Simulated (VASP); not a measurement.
# Ga2Sb2CO in VASP: further runs, part 2 of 2

VASP 6.6.1.

### Step 3. Single point, PBE+D3(BJ)

Contents of INCAR:

```
SYSTEM = Ga2Sb2CO
ALGO = Normal ; DIPOL = 0.5 0.5 0.353
EDIFF = 1E-6 ; ENCUT = 520
GGA = PE ; IDIPOL = 3
ISIF = 2 ; ISMEAR = 0
IVDW = 12 ; LASPH = .True.
LCHARG = .False. ; LDIPOL = .True.
LREAL = .False. ; LWAVE = .False.
NBANDS = 32 ; NELM = 80
PREC = Accurate ; SIGMA = 0.1
```

Contents of KPOINTS:

```
k-points
0
Gamma
  6 6 1
  0 0 0
```

Contents of POSCAR:

```
Ga2Sb2CO
1.0
    4.3343814621      0.0000000000      0.0000000000
   -2.1671907311      3.7536844559      0.0000000000
    0.0000000000      0.0000000000     23.3197422777
Sb Ga O C
2 2 1 1
Direct
    0.0000000000      0.0000000000      0.1715284823
    0.3333333333      0.6666666667      0.3301590654
    0.3333333333      0.6666666667      0.2094685204
    0.6666666667      0.3333333333      0.3632005095
    1.5555555556      0.5555555556      0.4961350833
    1.5555555556      0.5555555556      0.5454495220
```

Potentials or basis: VASP PAW PBE potentials, release 64 (Sb, Ga_d, O, C).

Run with:

```
$ cat potpaw_PBE.64/Sb/POTCAR potpaw_PBE.64/Ga_d/POTCAR potpaw_PBE.64/O/POTCAR potpaw_PBE.64/C/POTCAR > POTCAR
$ mpirun -np 1 vasp_std > vasp.out
```

OUTCAR:

```text
SYSTEM = Ga2Sb2CO
   EDIFF = 1E-6
   ENCUT = 520
   GGA = PE
   ISIF = 2
   ISMEAR = 0
   IVDW = 12
   LASPH = .True.
   LREAL = .False.
   NELM = 80
   PREC = Accurate
 IVDW          = 12

 ion  position               nearest neighbor table
   1  0.000  0.000  0.172-   3 2.65   3 2.65   3 2.65
   2  0.333  0.667  0.330-   4 2.62   4 2.62   4 2.62   3 2.81
   3  0.333  0.667  0.209-   1 2.65   1 2.65   1 2.65   2 2.81
   4  0.667  0.333  0.363-   2 2.62   2 2.62   2 2.62
   5  0.556  0.556  0.496-   6 1.15
   6  0.556  0.556  0.545-   5 1.15

  LATTYP: Found a hexagonal cell.
 ALAT       =     4.3343814621
 C/A-ratio  =     5.3801776520

  Lattice vectors:

 A1 = (   4.3343814621,   0.0000000000,   0.0000000000)
 A2 = (  -2.1671907311,   3.7536844559,   0.0000000000)
 A3 = (   0.0000000000,   0.0000000000,  23.3197422777)

Analysis of symmetry for initial positions (statically):
=====================================================================
 Subroutine PRICEL returns:
 Original cell was already a primitive cell.

 Routine SETGRP: Setting up the symmetry group for a
 hexagonal supercell.

 Subroutine GETGRP returns: Found  1 space group operations
 (whereof  1 operations were pure point group operations)
 out of a pool of 24 trial point group operations.

The static configuration has the point symmetry C_1 .

Analysis of symmetry for dynamics (positions and initial velocities):
=====================================================================
 Subroutine PRICEL returns:
 Original cell was already a primitive cell.

 Routine SETGRP: Setting up the symmetry group for a
 hexagonal supercell.

 Subroutine GETGRP returns: Found  1 space group operations
 (whereof  1 operations were pure point group operations)
 out of a pool of 24 trial point group operations.

The dynamic configuration has the point symmetry C_1 .

 Subroutine INISYM returns: Found  1 space group operations
 (whereof  1 operations are pure point group operations),
 and found     1 'primitive' translations

----------------------------------------------------------------------------------------

                                     Primitive cell

  volume of cell :     379.4099

  direct lattice vectors                    reciprocal lattice vectors
     4.334381462  0.000000000  0.000000000     0.230713427  0.133202459  0.000000000
    -2.167190731  3.753684456  0.000000000     0.000000000  0.266404918  0.000000000
     0.000000000  0.000000000 23.319742278     0.000000000  0.000000000  0.042882121

  length of vectors
     4.334381462  4.334381462 23.319742278     0.266404918  0.266404918  0.042882121

  position of ions in fractional coordinates (direct lattice)
     0.000000000  0.000000000  0.171528482
     0.333333333  0.666666667  0.330159065
     0.333333333  0.666666667  0.209468520
     0.666666667  0.333333333  0.363200509
     0.555555556  0.555555556  0.496135083
     0.555555556  0.555555556  0.545449522

  ion indices of the primitive-cell ions
   primitive index   ion index
                 1           1
                 2           2
                 3           3
[... 37 lines left out ...]
  0.000000  0.333333  0.000000      2.000000
[... 12 lines left out ...]
  0.500000 -0.166667  0.000000      2.000000
  0.333333  0.333333  0.000000      2.000000
   k-points           NKPTS =     20   k-points in BZ     NKDIM =     20   number of bands    NBANDS=     32
   number of dos      NEDOS =    301   number of ions     NIONS =      6
   total plane-waves  NPLWV = 184320
   dimension x,y,z NGX =    32 NGY =   32 NGZ =  180
   dimension x,y,z NGXF=    64 NGYF=   64 NGZF=  360
   ions per type =               2   2   1   1
   NGX,Y,Z   is equivalent  to a cutoff of  12.27, 12.27, 12.83 a.u.
   NGXF,Y,Z  is equivalent  to a cutoff of  24.55, 24.55, 25.66 a.u.
 SYSTEM =  Ga2Sb2CO
   PREC   = accura    normal or accurate (medium, high low for compatibility)
   ISTART =      0    job   : 0-new  1-cont  2-samecut
   ICHARG =      2    charge: 1-file 2-atom 10-const
   ISPIN  =      1    spin polarized calculation?
   LNONCOLLINEAR =      F non collinear calculations
   LSORBIT =      F    spin-orbit coupling
   LASPH  =      T    aspherical Exc in radial PAW
   ENCUT  =  520.0 eV  38.22 Ry    6.18 a.u.   8.06  8.06 43.36*2*pi/ulx,y,z
   NELM   =     80;   NELMIN=  2; NELMDL= -5     # of ELM steps
   EDIFF  = 0.1E-05   stopping-criterion for ELM
   LREAL  =      F    real-space projection
   EDIFFG = 0.1E-04   stopping-criterion for IOM
   NSW    =      0    number of steps for IOM
   IBRION =     -1    ionic relax: 0-MD 1-quasi-New 2-CG
   NFREE  =      0    steps in history (QN), initial steepest desc. (CG)
   ISIF   =      2    stress and relaxation
   ISYM   =      2    0-nonsym 1-usesym 2-fastsym
   POTIM  = 0.5000    time-step for ionic-motion
   TEBEG  =    0.0;   TEEND  =   0.0 temperature during run
   PSTRESS=    0.0 pullay stress
   NELECT =      46.0000    total number of electrons
   NUPDOWN=      -1.0000    fix difference up-down
   EMIN   =  10.00;   EMAX   =-10.00  energy-range for DOS
   EFERMI =   0.00;   METHOD = LEGACY
   ISMEAR =     0;   SIGMA  =   0.10  broadening in eV -4-tet -1-fermi 0-gaus
   EFERMI_NEDOS =   21; number of points for ismear=-14 and -15
   IALGO  =     38    algorithm
   IMIX   =      4    mixing-type and parameters
     AMIX     =   0.40;   BMIX     =  1.00
     AMIX_MAG =   1.60;   BMIX_MAG =  1.00
  volume/ion in A,a.u.               =      63.23       426.73
  Fermi-wavevector in a.u.,A,eV,Ry     =   0.810260  1.531170  8.932521  0.656522
  Thomas-Fermi vector in A             =   1.919403
   LORBIT       =      0    0 simple, 1 ext, 2 COOP (PROOUT), +10 PAW based schemes
   GGA     = PE    functional components
   LHFCALC =     F    Hartree Fock is set to
   AEXX    =    0.0000 exact exchange contribution
   IVDW    =    12    specifies the selected vdW correction
   LEPSILON=     F    determine dielectric tensor
   LRPA    =     F    only Hartree local field effects (RPA)
 non-spin polarized calculation
 Gauss-broadening in eV      SIGMA  =   0.10
  energy-cutoff  :      520.00
  volume of cell :      379.41
 maximum number of plane-waves:     10242
   NGX = 17   NGY = 17   NGZ = 87

 dipolmoment           0.000000      0.000000      0.000056 electrons x Angstroem

 number of electron      46.0000004 magnetization

 dipolmoment           0.000000      0.000000     -0.110302 electrons x Angstroem

 Free energy of the ion-electron system (eV)
  ---------------------------------------------------
  ext. energy  EPLUGINS =         0.00000000
  ---------------------------------------------------
  free energy    TOTEN  =       -28.23528427 eV

  energy without entropy =      -28.22865287  energy(sigma->0) =      -28.23196857

 E-fermi :  -0.8842     XC(G=0):  -4.1685

 val. band max:       -0.8989656954   @ k =   0.0000   0.0000   0.0000
 cond. band min:      -0.8632822699   @ k =   0.3333   0.3333   0.0000
 fundamental gap:      0.0356834255
 Fermi energy:        -0.8841511108

 k-point     1 :       0.0000    0.0000    0.0000
  band No.  band energies     occupation
      1     -26.9117      2.00000
      2     -16.4536      2.00000
      3     -16.4075      2.00000
      4     -16.4053      2.00000
      5     -16.3445      2.00000
      6     -16.3427      2.00000
[... 689 lines left out ...]
     31       4.4867      0.00000
     32       4.6679      0.00000

------------------------ aborting loop because EDIFF is reached ----------------------------------------

 vacuum level on the upper side and lower side of the slab       (xc-potential included)        -0.694         0.494

 Edisp (eV)   -1.00019

 E8    (eV) :    -0.4650

  FORCE on cell =-STRESS in cart. coord.  units (eV):
  Direction    XX          YY          ZZ          XY          YZ          ZX
  --------------------------------------------------------------------------------------
  -------------------------------------------------------------------------------------
  Total      -0.04093    -0.04492    -0.82915    -0.01997     0.02327     0.01661
  in kB      -0.17286    -0.18969    -3.50133    -0.08435     0.09825     0.07013
  external pressure =       -1.29 kB  Pullay stress =        0.00 kB

 VOLUME and BASIS-vectors are now :
 -----------------------------------------------------------------------------
  energy-cutoff  :      520.00
  volume of cell :      379.41
      direct lattice vectors                 reciprocal lattice vectors
     4.334381462  0.000000000  0.000000000     0.230713427  0.133202459  0.000000000
    -2.167190731  3.753684456  0.000000000     0.000000000  0.266404918  0.000000000
     0.000000000  0.000000000 23.319742278     0.000000000  0.000000000  0.042882121

 POSITION                                       TOTAL-FORCE (eV/Angst)
 -----------------------------------------------------------------------------------
      0.00000      0.00000      4.00000        -0.007696      0.003416      0.158034
     -0.00000      2.50246      7.69922         0.002286     -0.004835     -0.043517
     -0.00000      2.50246      4.88475         0.000939     -0.000400     -0.132245
      2.16719      1.25123      8.46974         0.008944     -0.011096     -0.037316
      1.20399      2.08538     11.56974        -0.006019      0.017988      0.699598
      1.20399      2.08538     12.71974         0.001546     -0.005072     -0.644554
 -----------------------------------------------------------------------------------
    total drift:                               -0.000014      0.000218      0.000714

  FREE ENERGIE OF THE ION-ELECTRON SYSTEM (eV)
  ---------------------------------------------------
  free  energy   TOTEN  =       -29.2354729651 eV

  energy  without entropy=      -29.2288415656  energy(sigma->0) =      -29.23215727

 vacuum level on the upper side and lower side of the slab         2.768         3.997
```

It took 3.6 min on 1 thread of Intel Xeon 6975P-C (Granite Rapids), shared host; peak memory 0.63 GiB.

Results:

```
Free energy                : -29.2355 eV
Largest force              : 0.700 eV/Å
Band gap on the k mesh     : 0.04 eV (least direct gap 0.13 eV)
Dispersion energy per atom : -0.167 eV
```

Forces in eV/Å, atoms in the order of the input:
```
Sb  -0.008  0.003  0.158
Sb   0.002 -0.005 -0.044
Ga   0.001  0.000 -0.132
Ga   0.009 -0.011 -0.037
O   -0.006  0.018  0.700
C    0.002 -0.005 -0.645
```

Levels at points of the mesh, in eV from the valence-band top:
```
           k point  band 19  band 20  band 21  band 22  band 23  band 24  band 25  band 26  band 27  band 28
(0.00, 0.00, 0.00)    -2.09    -1.14    -1.14     0.00     0.00     0.13     0.88     1.31     1.32     1.81
(0.50, 0.00, 0.00)    -5.83    -2.53    -2.48    -1.30    -1.18     0.37     0.56     1.15     1.21     1.65
(0.00, 0.50, 0.00)    -5.83    -2.52    -2.48    -1.30    -1.19     0.33     0.59     1.14     1.22     1.65
(0.50, 0.50, 0.00)    -5.83    -2.54    -2.48    -1.30    -1.20     0.36     0.61     1.17     1.18     1.69
```

Caveat: spin-orbit coupling is left out, which moves the levels of the heavy elements.

### Step 4. Single point, PBE+D3(BJ)

Contents of INCAR:

```
SYSTEM = Ga2Sb2CO
PREC = Accurate
ENCUT = 520
EDIFF = 1E-6
ISMEAR = 0
SIGMA = 0.1
LREAL = .False.
LASPH = .True.
NELM = 120
ALGO = Normal
ISIF = 2
LWAVE = .False.
LCHARG = .False.
LDIPOL = .True.
IDIPOL = 3
DIPOL = 0.5 0.5 0.353
GGA = PE
IVDW = 12
NBANDS = 42
GGA_COMPAT = .False.
NELMDL = -8
```

Contents of KPOINTS:

```
regular mesh
0
Gamma
  6 6 1
  0 0 0
```

Changes to POSCAR since step 3:

```diff
@@ -12,3 +12,3 @@
     0.6666666667      0.3333333333      0.3632005095
-    1.5555555556      0.5555555556      0.4961350833
-    1.5555555556      0.5555555556      0.5454495220
+    1.1111111111      0.4444444444      0.4961350833
+    1.1111111111      0.4444444444      0.5454495220
```

Potentials or basis: VASP PAW PBE potentials, release 64 (Sb_d_GW, Ga_d, O, C).

Run with:

```
$ cat potpaw_PBE.64/Sb_d_GW/POTCAR potpaw_PBE.64/Ga_d/POTCAR potpaw_PBE.64/O/POTCAR potpaw_PBE.64/C/POTCAR > POTCAR
$ mpirun -np 1 vasp_std > vasp.out
```

It took 19 min on 1 thread of Intel Xeon Platinum 8259CL at 2.50GHz (Skylake/Cascade Lake), shared host; peak memory 0.68 GiB.

It converged, with:

- Free energy: -29.2841 eV
- Largest force: 0.692 eV/Å
- Band gap on the k mesh: 0.02 eV (least direct gap 0.16 eV)
- Dispersion energy per atom: -0.167 eV

Forces in eV/Å, atoms in the order of the input:
```
Sb   0.004  0.006  0.158
Sb  -0.004  0.003 -0.047
Ga  -0.001 -0.001 -0.131
Ga  -0.008  0.002 -0.019
O    0.010 -0.014  0.692
C   -0.002  0.004 -0.654
```

Levels at points of the mesh, in eV from the valence-band top:
```csv
k point,band 29,band 30,band 31,band 32,band 33,band 34,band 35,band 36,band 37,band 38
"(0.00, 0.00, 0.00)",-2.11,-1.13,-1.12,0.00,0.00,0.16,0.90,1.40,1.41,1.79
"(0.50, 0.00, 0.00)",-5.74,-2.52,-2.46,-1.30,-1.21,0.35,0.68,1.19,1.27,1.69
"(0.00, 0.50, 0.00)",-5.74,-2.52,-2.46,-1.30,-1.19,0.39,0.64,1.20,1.27,1.66
"(0.50, 0.50, 0.00)",-5.74,-2.51,-2.46,-1.30,-1.20,0.33,0.67,1.18,1.29,1.67
```

Caveat: spin-orbit coupling is left out, which moves the levels of the heavy elements.

### Step 5. Summary

| potentials or basis | cell | gap on the mesh (eV) | largest force (eV/Å) |
| --- | --- | --- | --- |
| VASP PAW PBE potentials, release 64 (Sb, Ga_d, O, C) | as given, atomic positions A | 0.04 | 0.68 |
| VASP PAW PBE potentials, release 64 (Sb, Ga_d, O, C) | as given, atomic positions B | 0.04 | 0.70 |
| VASP PAW PBE potentials, release 64 (Sb_d_GW, Ga_d, O, C) | as given, atomic positions C | 0.02 | 0.69 |

Alike in all rows: task single point; level PBE+D3(BJ); no spin polarisation; k mesh 6 × 6 × 1; cutoff (eV) 520; smearing gaussian 0.1 eV.

Caveats: spin-orbit coupling is left out, which moves the levels of the heavy elements.

Absolute energies hang on the potentials; compare differences alone.
